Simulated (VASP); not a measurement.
# HfO2 (Fm-3m) in VASP: settings compared

Aim: see how the results for HfO2 move with the level of theory and the settings. Levels: PBEsol+U, PBEsol, PBEsol+D3(BJ), PBEsol+D4. Tasks: single point, relaxation of cell and atoms.

Everything below comes from runs of VASP 6.6.1. Logs are shortened: lines on timing, memory, paths and dates and some standing lists are left out, and cuts for length are marked.

## Step 1: The cell of the first run

Symmetry: Fm-3m, No. 225, cubic system. Conventional cell: a = 5.115 Å, b = 5.115 Å, c = 5.115 Å, α = 90.00°, β = 90.00°, γ = 90.00°. Within 2.9 Å of Hf (site symmetry m-3m) lie 8 O at 2.21 Å. O (site symmetry -43m) has 4 Hf at 2.21 Å and 6 O at 2.56 Å within 2.9 Å.

## Step 2: Single point, PBEsol+U

INCAR reads:

```
SYSTEM = HfO2
ALGO = Normal
EDIFF = 1E-7
ENCUT = 520
GGA = PS
ISIF = 2
ISMEAR = -1
LASPH = .TRUE.
LCHARG = .FALSE.
LDAU = .TRUE.
LDAUJ = 0 0
LDAUL = 2 -1
LDAUPRINT = 1
LDAUTYPE = 2
LDAUU = 8 0
LMAXMIX = 4
LREAL = .FALSE.
LWAVE = .FALSE.
NBANDS = 18
NELM = 150
PREC = Accurate
SIGMA = 0.05
```

KPOINTS reads:

```
k-points
0
G
  9 9 9
  0 0 0
```

POSCAR reads:

```
HfO2
1.0
    0.0000000000      2.5575000000      2.5575000000
    2.5575000000      0.0000000000      2.5575000000
    2.5575000000      2.5575000000      0.0000000000
Hf O
1 2
Direct
    0.0000000000      0.0000000000      0.0000000000
    0.7500000000      0.7500000000      0.7500000000
    0.2500000000      0.2500000000      0.2500000000
```

Potentials or basis: VASP PAW PBE potentials, release 64 (Hf_pv, O).

Launch:

```sh
$ cat potpaw_PBE.64/Hf_pv/POTCAR potpaw_PBE.64/O/POTCAR > POTCAR
$ mpirun -np 1 vasp_std > vasp.out
```

OUTCAR:

```text
SYSTEM = HfO2
   EDIFF = 1E-7
   ENCUT = 520
   GGA = PS
   ISIF = 2
   ISMEAR = -1
   LASPH = .TRUE.
   LREAL = .FALSE.
   NELM = 150
   PREC = Accurate

 ion  position               nearest neighbor table
   1  0.000  0.000  0.000-   2 2.21   2 2.21   2 2.21   2 2.21   3 2.21   3 2.21   3 2.21   3 2.21

   2  0.750  0.750  0.750-   1 2.21   1 2.21   1 2.21   1 2.21
   3  0.250  0.250  0.250-   1 2.21   1 2.21   1 2.21   1 2.21

  LATTYP: Found a face centered cubic cell.
 ALAT       =     5.1150000000

  Lattice vectors:

 A1 = (   0.0000000000,   2.5575000000,   2.5575000000)
 A2 = (   2.5575000000,   0.0000000000,   2.5575000000)
 A3 = (   2.5575000000,   2.5575000000,   0.0000000000)

Analysis of symmetry for initial positions (statically):
=====================================================================
 Subroutine PRICEL returns:
 Original cell was already a primitive cell.

 Routine SETGRP: Setting up the symmetry group for a
 face centered cubic supercell.

 Subroutine GETGRP returns: Found 48 space group operations
[... 9 lines left out ...]

 Routine SETGRP: Setting up the symmetry group for a
 face centered cubic supercell.

 Subroutine GETGRP returns: Found 48 space group operations
[... 11 lines left out ...]
                                     Primitive cell

  volume of cell :      33.4562

  direct lattice vectors                    reciprocal lattice vectors
     0.000000000  2.557500000  2.557500000    -0.195503421  0.195503421  0.195503421
     2.557500000  0.000000000  2.557500000     0.195503421 -0.195503421  0.195503421
     2.557500000  2.557500000  0.000000000     0.195503421  0.195503421 -0.195503421

  length of vectors
     3.616851186  3.616851186  3.616851186     0.338621859  0.338621859  0.338621859

  position of ions in fractional coordinates (direct lattice)
     0.000000000  0.000000000  0.000000000
     0.750000000  0.750000000  0.750000000
     0.250000000  0.250000000  0.250000000

  ion indices of the primitive-cell ions
   primitive index   ion index
                 1           1
                 2           2
                 3           3

----------------------------------------------------------------------------------------

 KPOINTS: k-points

Automatic generation of k-mesh.
 Grid dimensions read from file:
 generate k-points for:    9    9    9

 Generating k-lattice:

  Cartesian coordinates                     Fractional coordinates (reciprocal lattice)
    -0.021722602  0.021722602  0.021722602     0.111111111  0.000000000  0.000000000
     0.021722602 -0.021722602  0.021722602     0.000000000  0.111111111  0.000000000
     0.021722602  0.021722602 -0.021722602     0.000000000  0.000000000  0.111111111

  Length of vectors
     0.037624651  0.037624651  0.037624651

  Shift w.r.t. Gamma in fractional coordinates (k-lattice)
     0.000000000  0.000000000  0.000000000

 Subroutine IBZKPT returns following result:
 ===========================================

 Found     35 irreducible k-points:

 Following reciprocal coordinates:
            Coordinates               Weight
  0.000000  0.000000  0.000000      1.000000
  0.111111  0.000000  0.000000      8.000000
  0.222222  0.000000  0.000000      8.000000
  0.333333  0.000000  0.000000      8.000000
  0.444444  0.000000  0.000000      8.000000
  0.111111  0.111111  0.000000      6.000000
[... 16 lines left out ...]
 -0.333333  0.333333  0.000000     12.000000
  0.444444  0.444444  0.000000      6.000000
 [... further k-points ...]
   k-points           NKPTS =     35   k-points in BZ     NKDIM =     35   number of bands    NBANDS=     18
   number of dos      NEDOS =    301   number of ions     NIONS =      3
   total plane-waves  NPLWV =  21952
   dimension x,y,z NGX =    28 NGY =   28 NGZ =   28
   dimension x,y,z NGXF=    56 NGYF=   56 NGZF=   56
   ions per type =               1   2
   NGX,Y,Z   is equivalent  to a cutoff of  12.87, 12.87, 12.87 a.u.
   NGXF,Y,Z  is equivalent  to a cutoff of  25.74, 25.74, 25.74 a.u.
 SYSTEM =  HfO2
   PREC   = accura    normal or accurate (medium, high low for compatibility)
   ISTART =      0    job   : 0-new  1-cont  2-samecut
   ICHARG =      2    charge: 1-file 2-atom 10-const
   ISPIN  =      1    spin polarized calculation?
   LNONCOLLINEAR =      F non collinear calculations
   LSORBIT =      F    spin-orbit coupling
   LASPH  =      T    aspherical Exc in radial PAW
   ENCUT  =  520.0 eV  38.22 Ry    6.18 a.u.   6.72  6.72  6.72*2*pi/ulx,y,z
   NELM   =    150;   NELMIN=  2; NELMDL= -5     # of ELM steps
   EDIFF  = 0.1E-06   stopping-criterion for ELM
   LREAL  =      F    real-space projection
   EDIFFG = 0.1E-05   stopping-criterion for IOM
   NSW    =      0    number of steps for IOM
   IBRION =     -1    ionic relax: 0-MD 1-quasi-New 2-CG
   NFREE  =      0    steps in history (QN), initial steepest desc. (CG)
   ISIF   =      2    stress and relaxation
   ISYM   =      2    0-nonsym 1-usesym 2-fastsym
   POTIM  = 0.5000    time-step for ionic-motion
   TEBEG  =    0.0;   TEEND  =   0.0 temperature during run
   PSTRESS=    0.0 pullay stress
   NELECT =      22.0000    total number of electrons
   NUPDOWN=      -1.0000    fix difference up-down
   EMIN   =  10.00;   EMAX   =-10.00  energy-range for DOS
   EFERMI =   0.00;   METHOD = LEGACY
   ISMEAR =    -1;   SIGMA  =   0.05  broadening in eV -4-tet -1-fermi 0-gaus
   EFERMI_NEDOS =   21; number of points for ismear=-14 and -15
   IALGO  =     38    algorithm
   IMIX   =      4    mixing-type and parameters
     AMIX     =   0.40;   BMIX     =  1.00
     AMIX_MAG =   1.60;   BMIX_MAG =  1.00
  volume/ion in A,a.u.               =      11.15        75.26
  Fermi-wavevector in a.u.,A,eV,Ry     =   1.423607  2.690227 27.574337  2.026657
  Thomas-Fermi vector in A             =   2.544186
   LORBIT       =      0    0 simple, 1 ext, 2 COOP (PROOUT), +10 PAW based schemes
 LDA+U is selected, type is set to LDAUTYPE =  2
   angular momentum for each species LDAUL =     2   -1
   U (eV)           for each species LDAUU =   8.0  0.0
   J (eV)           for each species LDAUJ =   0.0  0.0
   GGA     = PS    functional components
   LHFCALC =     F    Hartree Fock is set to
   AEXX    =    0.0000 exact exchange contribution
   IVDW    =     0    specifies the selected vdW correction
   LEPSILON=     F    determine dielectric tensor
   LRPA    =     F    only Hartree local field effects (RPA)
 non-spin polarized calculation
  energy-cutoff  :      520.00
  volume of cell :       33.46
 maximum number of plane-waves:       914
   NGX = 13   NGY = 13   NGZ = 13

atom =   1  type =  1  l = 2

 onsite density matrix

spin component  1

  0.1523  0.0000 -0.0000 -0.0000  0.0000
  0.0000  0.1523 -0.0000  0.0000 -0.0000
 -0.0000 -0.0000  0.0436  0.0000 -0.0000
 -0.0000  0.0000  0.0000  0.1523  0.0000
  0.0000 -0.0000 -0.0000  0.0000  0.0436

spin component  2

  0.1523  0.0000 -0.0000 -0.0000  0.0000
  0.0000  0.1523 -0.0000  0.0000 -0.0000
 -0.0000 -0.0000  0.0436  0.0000 -0.0000
 -0.0000  0.0000  0.0000  0.1523  0.0000
  0.0000 -0.0000 -0.0000  0.0000  0.0436

 occupancies and eigenvectors

  o =  0.0436  v =  0.0000 -0.0000 -0.0008  0.0000 -1.0000  0.0000  0.0000  0.0000  0.0000  0.0000      0.0000  0.0000  0.0000  0.0000  0.0000  0.0000  0.0000  0.0000  0.0000  0.0000
  o =  0.0436  v =  0.0000  0.0000  0.0000  0.0000  0.0000  0.0000 -0.0000 -0.0008  0.0000 -1.0000      0.0000  0.0000  0.0000  0.0000  0.0000  0.0000  0.0000  0.0000  0.0000  0.0000
  o =  0.0436  v =  0.0000  0.0000  0.0000  0.0000  0.0000  0.0000 -0.0000  1.0000 -0.0000 -0.0008      0.0000  0.0000  0.0000  0.0000  0.0000  0.0000  0.0000  0.0000  0.0000  0.0000
  o =  0.0436  v =  0.0000 -0.0000  1.0000 -0.0000 -0.0008  0.0000  0.0000  0.0000  0.0000  0.0000      0.0000  0.0000  0.0000  0.0000  0.0000  0.0000  0.0000  0.0000  0.0000  0.0000
  o =  0.1523  v =  0.0000 -0.9943 -0.0000  0.1068  0.0000  0.0000  0.0000  0.0000  0.0000  0.0000      0.0000  0.0000  0.0000  0.0000  0.0000  0.0000  0.0000  0.0000  0.0000  0.0000
  o =  0.1523  v =  0.0000  0.0000  0.0000  0.0000  0.0000  0.0000 -0.9943 -0.0000  0.1068  0.0000      0.0000  0.0000  0.0000  0.0000  0.0000  0.0000  0.0000  0.0000  0.0000  0.0000
  o =  0.1523  v =  0.0000  0.0000  0.0000  0.0000  0.0000  0.0000  0.1068  0.0000  0.9943  0.0000      0.0000  0.0000  0.0000  0.0000  0.0000  0.0000  0.0000  0.0000  0.0000  0.0000
  o =  0.1523  v =  0.0000  0.1068  0.0000  0.9943  0.0000  0.0000  0.0000  0.0000  0.0000  0.0000      0.0000  0.0000  0.0000  0.0000  0.0000  0.0000  0.0000  0.0000  0.0000  0.0000
  o =  0.1523  v =  1.0000  0.0000  0.0000  0.0000  0.0000  0.0000  0.0000  0.0000  0.0000  0.0000      0.0000  0.0000  0.0000  0.0000  0.0000  0.0000  0.0000  0.0000  0.0000  0.0000
  o =  0.1523  v =  0.0000  0.0000  0.0000  0.0000  0.0000  1.0000  0.0000  0.0000  0.0000  0.0000      0.0000  0.0000  0.0000  0.0000  0.0000  0.0000  0.0000  0.0000  0.0000  0.0000

 number of electron      21.9999993 magnetization

 Free energy of the ion-electron system (eV)
  ---------------------------------------------------
  ext. energy  EPLUGINS =         0.00000000
  ---------------------------------------------------
  free energy    TOTEN  =       -27.37586235 eV

  energy without entropy =      -27.37586235  energy(sigma->0) =      -27.37586235

 E-fermi :   5.4731     XC(G=0): -11.9666

 val. band max:        4.4002737323   @ k =  -0.4444   0.4444   0.0000
 cond. band min:       9.0616276858   @ k =   0.4444   0.4444   0.0000
 fundamental gap:      4.6613539534
 Fermi energy:         5.4730688125

 k-point     1 :       0.0000    0.0000    0.0000
  band No.  band energies     occupation
      1     -26.6156      2.00000
      2     -26.6156      2.00000
      3     -26.6156      2.00000
      4     -14.1892      2.00000
      5     -11.1038      2.00000
      6      -0.3663      2.00000
[... 10 lines left out ...]
     17      15.6663      0.00000
     18      16.2421      0.00000

 k-point     2 :       0.1111    0.0000    0.0000
  band No.  band energies     occupation
      1     -26.6579      2.00000
      2     -26.6205      2.00000
      3     -26.6205      2.00000
      4     -14.0317      2.00000
      5     -11.2183      2.00000
      6      -0.2613      2.00000
[... 10 lines left out ...]
     17      15.4210      0.00000
     18      16.2392      0.00000
[... 442 lines left out ...]
 k-point    24 :       0.4444    0.4444    0.0000
  band No.  band energies     occupation
      1     -26.9665      2.00000
      2     -26.7148      2.00000
      3     -26.7148      2.00000
      4     -12.1895      2.00000
      5     -12.1659      2.00000
      6      -1.7996      2.00000
[... 10 lines left out ...]
     17      15.7151      0.00000
     18      16.2444      0.00000

 [... further k-points ...]
[... 5 lines left out ...]
  --------------------------------------------------------------------------------------
  -------------------------------------------------------------------------------------
  Total        1.7620589      1.7620589      1.7620589      0.0000000      0.0000000      0.0000000
  in kB       84.3828275     84.3828275     84.3828275      0.0000000      0.0000000      0.0000000
  external PRESSURE =      84.3828275 kB  Pullay stress =       0.0000000 kB

 VOLUME and BASIS-vectors are now :
 -----------------------------------------------------------------------------
  energy-cutoff  :      520.00
  volume of cell :       33.46
      direct lattice vectors                 reciprocal lattice vectors
     0.000000000  2.557500000  2.557500000    -0.195503421  0.195503421  0.195503421
     2.557500000  0.000000000  2.557500000     0.195503421 -0.195503421  0.195503421
     2.557500000  2.557500000  0.000000000     0.195503421  0.195503421 -0.195503421

 POSITION                                       TOTAL-FORCE (eV/Angst)
 -----------------------------------------------------------------------------------
      0.00000      0.00000      0.00000        -0.000000     -0.000000      0.000000
      3.83625      3.83625      3.83625         0.000000      0.000000      0.000000
      1.27875      1.27875      1.27875        -0.000000     -0.000000     -0.000000
 -----------------------------------------------------------------------------------
    total drift:                                0.000000      0.000000      0.000000

  FREE ENERGIE OF THE ION-ELECTRON SYSTEM (eV)
  ---------------------------------------------------
  free  energy   TOTEN  =       -27.3758623465 eV

  energy  without entropy=      -27.3758623465  energy(sigma->0) =      -27.37586235
```

Run time: 13 s. Hardware: 1 thread of AMD EPYC 9R45 (Zen 5), shared host; peak memory 0.14 GiB.

Results:

```
Free energy            : -27.3759 eV
Pressure               : 8.4 GPa
Band gap on the k mesh : 4.66 eV, indirect (least direct gap 4.79 eV)
```

Eigenvalues of the final occupation matrices:
```
    site  spin  trace               eigenvalues
site 1 d     1   0.54  0.04 0.04 0.15 0.15 0.15
site 1 d     2   0.54  0.04 0.04 0.15 0.15 0.15
```

Caveat: the PAW data sets were made with another functional, which shifts forces and pressure a little; spin-orbit coupling is left out, which moves the levels of the heavy elements.

## Step 3: Relaxation of cell and atoms, PBEsol

INCAR reads:

```
PREC = Accurate ; ENCUT = 600
EDIFF = 1E-7 ; ISMEAR = -1
SIGMA = 0.05 ; LREAL = False
LASPH = True ; NELM = 80
ALGO = Normal ; ISIF = 3
LWAVE = False ; LCHARG = False
GGA = PS ; IBRION = 2
NSW = 60 ; EDIFFG = -0.01
```

KPOINTS reads:

```
Automatic mesh
0
Gamma
  9 9 9
```

POSCAR is that of step 2.

Potentials or basis: VASP PAW PBE potentials, release 64 (Hf_pv, O).

Launch:

```sh
$ cat potpaw_PBE.64/Hf_pv/POTCAR potpaw_PBE.64/O/POTCAR > POTCAR
$ mpirun -np 1 vasp_std > vasp.out
```

It took 43 s on 1 thread of AMD EPYC 9R45 (Zen 5), shared host; peak memory 0.15 GiB.

It converged, with:

* Free energy: -31.6470 eV
* Relaxed volume: 10.53 Å³/atom
* Relaxed cell: a = 3.549 Å, b = 3.549 Å, c = 3.549 Å, α = 60.00°, β = 60.00°, γ = 60.00°
* Space group after relaxing (to 0.05 Å): Fm-3m (No. 225)
* Energy gained by relaxing: 28.0 meV/atom
* Ionic steps: 4
* Pressure after relaxing: 0.0 GPa
* Band gap on the k mesh: 3.87 eV, indirect (least direct gap 3.99 eV)

The path:
| step | energy change (eV) | largest force (eV/Å) | pressure (GPa) | volume (Å³) |
| --- | --- | --- | --- | --- |
| 1 | 0.0000 | 0.0000 | -13.75 | 33.46 |
| 2 | 0.1213 | 0.0000 | 27.65 | 29.03 |
| 3 | -0.0839 | 0.0000 | -0.37 | 31.64 |
| 4 | -0.0839 | 0.0000 | -0.02 | 31.60 |

Final structure:
```xyz
3
Lattice="0.0000 2.5093 2.5093 2.5093 0.0000 2.5093 2.5093 2.5093 0.0000" Properties=species:S:1:pos:R:3 pbc="T T T"
Hf    5.0186    2.5093    2.5093
O     3.7640    3.7640    3.7640
O     1.2547    1.2547    1.2547
```

Levels at points of the mesh, in eV from the valence-band top:
```csv
k point,band 8,band 9,band 10,band 11,band 12,band 13,band 14,band 15
"(0.00, 0.00, 0.00)",-5.54,-0.58,-0.58,-0.58,3.90,3.90,5.95,10.86
```

Caveat: the PAW data sets were made with another functional, which shifts forces and pressure a little; spin-orbit coupling is left out, which moves the levels of the heavy elements.

(Part 1 of 2 ends here.)
